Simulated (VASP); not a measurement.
# BiTe (Fm-3m) in VASP: settings compared

The runs below take BiTe through relaxation of cell and atoms, with RPBE, revPBE, BLYP.

All numbers are computed with VASP 6.6.1; they aren't measurements. Logs are shortened: lines on timing, memory, paths and dates and some standing lists are left out, and cuts for length are marked.

## (1) The cell of the first run

Symmetry: Fm-3m, No. 225, cubic system. The conventional cell has a = 6.470 Å, b = 6.470 Å, c = 6.470 Å, α = 90.00°, β = 90.00°, γ = 90.00°. Bi (site symmetry m-3m) has 6 Te at 3.23 Å within 4.3 Å. Within 4.3 Å of Te (site symmetry m-3m) lie 6 Bi at 3.23 Å.

## (2) Relaxation of cell and atoms, RPBE

The input, INCAR:

```
PREC = Accurate
ENCUT = 600
EDIFF = 1E-7
ISMEAR = -1
SIGMA = 0.05
LREAL = F
LASPH = T
NELM = 60
ALGO = Normal
ISIF = 3
LWAVE = F
LCHARG = F
GGA = RP
IBRION = 2
NSW = 60
EDIFFG = -0.01
```

The input, KPOINTS:

```
regular mesh
0
Gamma
  7 7 7
```

The input, POSCAR:

```
BiTe
1.0
    0.0000000000      3.2350000000      3.2350000000
    3.2350000000      0.0000000000      3.2350000000
    3.2350000000      3.2350000000      0.0000000000
Bi Te
1 1
Direct
    0.0000000000      0.0000000000      0.0000000000
    0.5000000000      0.5000000000      0.5000000000
```

Potentials or basis: VASP PAW PBE potentials, release 64 (Bi_d, Te).

Started as:

```
> cat potpaw_PBE.64/Bi_d/POTCAR potpaw_PBE.64/Te/POTCAR > POTCAR
> mpirun -np 1 vasp_std > vasp.out
```

OUTCAR:

```text
PREC = Accurate
   ENCUT = 600
   EDIFF = 1E-7
   ISMEAR = -1
   LREAL = F
   LASPH = T
   NELM = 60
   ISIF = 3
   GGA = RP
   IBRION = 2
   NSW = 60
   EDIFFG = -0.01

 ion  position               nearest neighbor table
   1  0.000  0.000  0.000-   2 3.23   2 3.23   2 3.23   2 3.23   2 3.23   2 3.23
   2  0.500  0.500  0.500-   1 3.23   1 3.23   1 3.23   1 3.23   1 3.23   1 3.23

  LATTYP: Found a face centered cubic cell.
 ALAT       =     6.4700000000

  Lattice vectors:

 A1 = (   0.0000000000,   3.2350000000,   3.2350000000)
 A2 = (   3.2350000000,   0.0000000000,   3.2350000000)
 A3 = (   3.2350000000,   3.2350000000,   0.0000000000)

Analysis of symmetry for initial positions (statically):
=====================================================================
 Subroutine PRICEL returns:
 Original cell was already a primitive cell.

 Routine SETGRP: Setting up the symmetry group for a
 face centered cubic supercell.

 Subroutine GETGRP returns: Found 48 space group operations
 (whereof 48 operations were pure point group operations)
 out of a pool of 48 trial point group operations.

The static configuration has the point symmetry O_h .

Analysis of symmetry for dynamics (positions and initial velocities):
=====================================================================
 Subroutine PRICEL returns:
 Original cell was already a primitive cell.

 Routine SETGRP: Setting up the symmetry group for a
 face centered cubic supercell.

 Subroutine GETGRP returns: Found 48 space group operations
 (whereof 48 operations were pure point group operations)
 out of a pool of 48 trial point group operations.

The dynamic configuration has the point symmetry O_h .

 Subroutine INISYM returns: Found 48 space group operations
 (whereof 48 operations are pure point group operations),
 and found     1 'primitive' translations

----------------------------------------------------------------------------------------

                                     Primitive cell

  volume of cell :      67.7100

  direct lattice vectors                    reciprocal lattice vectors
     0.000000000  3.235000000  3.235000000    -0.154559505  0.154559505  0.154559505
     3.235000000  0.000000000  3.235000000     0.154559505 -0.154559505  0.154559505
     3.235000000  3.235000000  0.000000000     0.154559505  0.154559505 -0.154559505

  length of vectors
     4.574980874  4.574980874  4.574980874     0.267704916  0.267704916  0.267704916

  position of ions in fractional coordinates (direct lattice)
     0.000000000  0.000000000  0.000000000
     0.500000000  0.500000000  0.500000000

  ion indices of the primitive-cell ions
   primitive index   ion index
                 1           1
                 2           2

----------------------------------------------------------------------------------------

 KPOINTS: regular mesh

Automatic generation of k-mesh.
 Grid dimensions read from file:
 generate k-points for:    7    7    7

 Generating k-lattice:

  Cartesian coordinates                     Fractional coordinates (reciprocal lattice)
    -0.022079929  0.022079929  0.022079929     0.142857143  0.000000000  0.000000000
     0.022079929 -0.022079929  0.022079929     0.000000000  0.142857143  0.000000000
     0.022079929  0.022079929 -0.022079929     0.000000000  0.000000000  0.142857143

  Length of vectors
     0.038243559  0.038243559  0.038243559

  Shift w.r.t. Gamma in fractional coordinates (k-lattice)
     0.000000000  0.000000000  0.000000000

 Subroutine IBZKPT returns following result:
 ===========================================

 Found     20 irreducible k-points:

 Following reciprocal coordinates:
            Coordinates               Weight
  0.000000  0.000000  0.000000      1.000000
  0.142857  0.000000  0.000000      8.000000
  0.285714  0.000000  0.000000      8.000000
  0.428571  0.000000  0.000000      8.000000
  0.142857  0.142857  0.000000      6.000000
  0.285714  0.142857  0.000000     24.000000
[... 12 lines left out ...]
 -0.428571  0.428571  0.142857     24.000000
 -0.285714  0.428571  0.142857     24.000000
   k-points           NKPTS =     20   k-points in BZ     NKDIM =     20   number of bands    NBANDS=     14
   number of dos      NEDOS =    301   number of ions     NIONS =      2
   total plane-waves  NPLWV =  64000
   dimension x,y,z NGX =    40 NGY =   40 NGZ =   40
   dimension x,y,z NGXF=    80 NGYF=   80 NGZF=   80
   ions per type =               1   1
   NGX,Y,Z   is equivalent  to a cutoff of  14.54, 14.54, 14.54 a.u.
   NGXF,Y,Z  is equivalent  to a cutoff of  29.07, 29.07, 29.07 a.u.
 SYSTEM =  unknown system
   PREC   = accura    normal or accurate (medium, high low for compatibility)
   ISTART =      0    job   : 0-new  1-cont  2-samecut
   ICHARG =      2    charge: 1-file 2-atom 10-const
   ISPIN  =      1    spin polarized calculation?
   LNONCOLLINEAR =      F non collinear calculations
   LSORBIT =      F    spin-orbit coupling
   LASPH  =      T    aspherical Exc in radial PAW
   ENCUT  =  600.0 eV  44.10 Ry    6.64 a.u.   9.14  9.14  9.14*2*pi/ulx,y,z
   NELM   =     60;   NELMIN=  2; NELMDL= -5     # of ELM steps
   EDIFF  = 0.1E-06   stopping-criterion for ELM
   LREAL  =      F    real-space projection
   EDIFFG = -.1E-01   stopping-criterion for IOM
   NSW    =     60    number of steps for IOM
   IBRION =      2    ionic relax: 0-MD 1-quasi-New 2-CG
   NFREE  =      1    steps in history (QN), initial steepest desc. (CG)
   ISIF   =      3    stress and relaxation
   ISYM   =      2    0-nonsym 1-usesym 2-fastsym
   POTIM  = 0.5000    time-step for ionic-motion
   TEBEG  =    0.0;   TEEND  =   0.0 temperature during run
   PSTRESS=    0.0 pullay stress
   NELECT =      21.0000    total number of electrons
   NUPDOWN=      -1.0000    fix difference up-down
   EMIN   =  10.00;   EMAX   =-10.00  energy-range for DOS
   EFERMI =   0.00;   METHOD = LEGACY
   ISMEAR =    -1;   SIGMA  =   0.05  broadening in eV -4-tet -1-fermi 0-gaus
   EFERMI_NEDOS =   21; number of points for ismear=-14 and -15
   IALGO  =     38    algorithm
   IMIX   =      4    mixing-type and parameters
     AMIX     =   0.40;   BMIX     =  1.00
     AMIX_MAG =   1.60;   BMIX_MAG =  1.00
  volume/ion in A,a.u.               =      33.86       228.46
  Fermi-wavevector in a.u.,A,eV,Ry     =   1.108146  2.094092 16.707785  1.227988
  Thomas-Fermi vector in A             =   2.244669
   LORBIT       =      0    0 simple, 1 ext, 2 COOP (PROOUT), +10 PAW based schemes
   GGA     = RP    functional components
   LHFCALC =     F    Hartree Fock is set to
   AEXX    =    0.0000 exact exchange contribution
   IVDW    =     0    specifies the selected vdW correction
   LEPSILON=     F    determine dielectric tensor
   LRPA    =     F    only Hartree local field effects (RPA)
 conjugate gradient relaxation of ions
 non-spin polarized calculation
  energy-cutoff  :      600.00
  volume of cell :       67.71
 maximum number of plane-waves:      2281
 NGX is ok and might be reduce to    40
   NGX = 19   NGY = 19   NGZ = 19

--------------------------------------- Ionic step        1  -------------------------------------------

 number of electron      21.0000002 magnetization

 Free energy of the ion-electron system (eV)
  ---------------------------------------------------
  ext. energy  EPLUGINS =         0.00000000
  ---------------------------------------------------
  free energy    TOTEN  =        -6.40766355 eV

  energy without entropy =       -6.38673382  energy(sigma->0) =       -6.39719868

------------------------ aborting loop because EDIFF is reached ----------------------------------------

  FORCE on cell =-STRESS in cart. coord.  units (eV):
  Direction    XX          YY          ZZ          XY          YZ          ZX
  --------------------------------------------------------------------------------------
  -------------------------------------------------------------------------------------
  Total        0.9298373      0.9298373      0.9298373     -0.0000000     -0.0000000      0.0000000
  in kB       22.0021275     22.0021275     22.0021275     -0.0000000     -0.0000000      0.0000000
  external PRESSURE =      22.0021275 kB  Pullay stress =       0.0000000 kB

 VOLUME and BASIS-vectors are now :
 -----------------------------------------------------------------------------
  energy-cutoff  :      600.00
  volume of cell :       67.71
      direct lattice vectors                 reciprocal lattice vectors
     0.000000000  3.235000000  3.235000000    -0.154559505  0.154559505  0.154559505
     3.235000000  0.000000000  3.235000000     0.154559505 -0.154559505  0.154559505
     3.235000000  3.235000000  0.000000000     0.154559505  0.154559505 -0.154559505
[... 37 lines left out ...]
 POSITION                                       TOTAL-FORCE (eV/Angst)
 -----------------------------------------------------------------------------------
      6.61512      3.30756      3.30756        -0.000000     -0.000000     -0.000000
      3.30756      3.30756      3.30756         0.000000      0.000000      0.000000
 -----------------------------------------------------------------------------------
    total drift:                                0.000000     -0.000000     -0.000000

  FREE ENERGIE OF THE ION-ELECTRON SYSTEM (eV)
  ---------------------------------------------------
  free  energy   TOTEN  =        -6.4251644446 eV

  energy  without entropy=       -6.4053487664  energy(sigma->0) =       -6.41525661

--------------------------------------- Ionic step        3  -------------------------------------------

 number of electron      20.9999998 magnetization

 Free energy of the ion-electron system (eV)
  ---------------------------------------------------
  ext. energy  EPLUGINS =         0.00000000
  ---------------------------------------------------
  free energy    TOTEN  =        -6.42885094 eV

  energy without entropy =       -6.40863269  energy(sigma->0) =       -6.41874182

 E-fermi :   6.2530     XC(G=0):  -9.1124

 val. band max:        6.2327134575   @ k =  -0.4286   0.1429   0.0000
 cond. band min:       6.2709026753   @ k =  -0.4286   0.1429   0.0000
 fundamental gap:      0.0381892177
 Fermi energy:         6.2529824954

 k-point     1 :       0.0000    0.0000    0.0000
  band No.  band energies     occupation
      1     -16.9967      2.00000
      2     -16.9967      2.00000
      3     -16.9967      2.00000
      4     -16.9938      2.00000
      5     -16.9938      2.00000
      6      -6.9846      2.00000
      7      -2.0548      2.00000
      8       3.7812      2.00000
      9       3.7812      2.00000
     10       3.7812      2.00000
     11       8.2815      0.00000
     12       8.2815      0.00000
     13       8.2815      0.00000
     14      10.9683      0.00000

 k-point     2 :       0.1429    0.0000    0.0000
  band No.  band energies     occupation
      1     -16.9964      2.00000
      2     -16.9962      2.00000
      3     -16.9962      2.00000
      4     -16.9940      2.00000
      5     -16.9940      2.00000
      6      -6.8137      2.00000
      7      -2.4398      2.00000
      8       3.8404      2.00000
      9       3.8404      2.00000
     10       3.9255      2.00000
[... 330 lines left out ...]
 POSITION                                       TOTAL-FORCE (eV/Angst)
 -----------------------------------------------------------------------------------
     -0.00000      0.00000      0.00000        -0.000000     -0.000000     -0.000000
      3.28552      3.28552      3.28552         0.000000      0.000000      0.000000
 -----------------------------------------------------------------------------------
    total drift:                                0.000000     -0.000000     -0.000000

  FREE ENERGIE OF THE ION-ELECTRON SYSTEM (eV)
  ---------------------------------------------------
  free  energy   TOTEN  =        -6.4288509406 eV

  energy  without entropy=       -6.4086326902  energy(sigma->0) =       -6.41874182

 reached required accuracy - stopping structural energy minimisation
```

Run time: 49 s. Hardware: 1 thread of Intel Xeon Platinum 8488C (Sapphire Rapids), shared host; peak memory 0.25 GiB.

What came out:

```
Free energy                            : -6.4289 eV
Relaxed volume                         : 35.47 Å³/atom
Relaxed cell                           : a = 4.646 Å, b = 4.646 Å, c = 4.646 Å, α = 60.00°, β = 60.00°, γ = 60.00°
Space group after relaxing (to 0.05 Å) : Fm-3m (No. 225)
Energy gained by relaxing              : 10.6 meV/atom
Ionic steps                            : 3
Pressure after relaxing                : 0.0 GPa
```

Step by step:
| step | energy change (eV) | largest force (eV/Å) | pressure (GPa) | volume (Å³) |
| --- | --- | --- | --- | --- |
| 1 | 0.0000 | 0.0000 | 2.20 | 67.71 |
| 2 | -0.0175 | 0.0000 | -0.81 | 72.37 |
| 3 | -0.0212 | 0.0000 | 0.00 | 70.93 |

Final structure:
```
Bi Te
1.0
     0.00000    3.28552    3.28552
     3.28552    0.00000    3.28552
     3.28552    3.28552    0.00000
Bi Te
1 1
Direct
  0.00000 0.00000 0.00000
  0.50000 0.50000 0.50000
```

Caveat: the PAW data sets were made with another functional, which shifts forces and pressure a little; spin-orbit coupling is left out, which moves the levels of the heavy elements. RPBE and its kin give volumes clearly too large for solids.

## (3) Relaxation of cell and atoms, revPBE

The input, INCAR:

```
SYSTEM = BiTe
PREC = Accurate ; ENCUT = 600
EDIFF = 1E-6 ; ISMEAR = -1
SIGMA = 0.05 ; LREAL = .FALSE.
LASPH = .TRUE. ; NELM = 60
ALGO = Normal ; ISIF = 3
LWAVE = .FALSE. ; LCHARG = .FALSE.
GGA = RE ; IBRION = 2
NSW = 60 ; EDIFFG = -0.01
```

The input, KPOINTS:

```
regular mesh
0
G
  7 7 7
  0 0 0
```

POSCAR is that of step 2.

Potentials or basis: VASP PAW PBE potentials, release 64 (Bi_d, Te).

Started as:

```
> cat potpaw_PBE.64/Bi_d/POTCAR potpaw_PBE.64/Te/POTCAR > POTCAR
> mpirun -np 1 vasp_std > vasp.out
```

Run time: 42 s. Hardware: 1 thread of Intel Xeon Platinum 8488C (Sapphire Rapids), shared host; peak memory 0.24 GiB.

It converged, with:

- Free energy: -6.5231 eV
- Relaxed volume: 35.18 Å³/atom
- Relaxed cell: a = 4.634 Å, b = 4.634 Å, c = 4.634 Å, α = 60.00°, β = 60.00°, γ = 60.00°
- Space group after relaxing (to 0.05 Å): Fm-3m (No. 225)
- Energy gained by relaxing: 7.3 meV/atom
- Ionic steps: 3
- Pressure after relaxing: 0.0 GPa

The path:
```tsv
step	energy change (eV)	largest force (eV/Å)	pressure (GPa)	volume (Å³)
1	0.0000	0.0000	1.82	67.71
2	-0.0119	0.0000	-0.70	71.56
3	-0.0146	0.0000	0.00	70.36
```

Final structure:
```
Bi Te
1.0
     0.00000    3.27670    3.27670
     3.27670    0.00000    3.27670
     3.27670    3.27670    0.00000
Bi Te
1 1
Direct
  0.00000 0.00000 0.00000
  0.50000 0.50000 0.50000
```

Levels at points of the mesh, in eV from the Fermi level:
```tsv
k point	band 6	band 7	band 8	band 9	band 10	band 11	band 12	band 13	band 14
(0.00, 0.00, 0.00)	-13.29	-8.28	-2.49	-2.49	-2.49	2.04	2.04	2.04	4.70
```

Caveat: the PAW data sets were made with another functional, which shifts forces and pressure a little; spin-orbit coupling is left out, which moves the levels of the heavy elements. Zero-point motion and thermal expansion aren't in these numbers.

(Continued in part 2 of 2.)
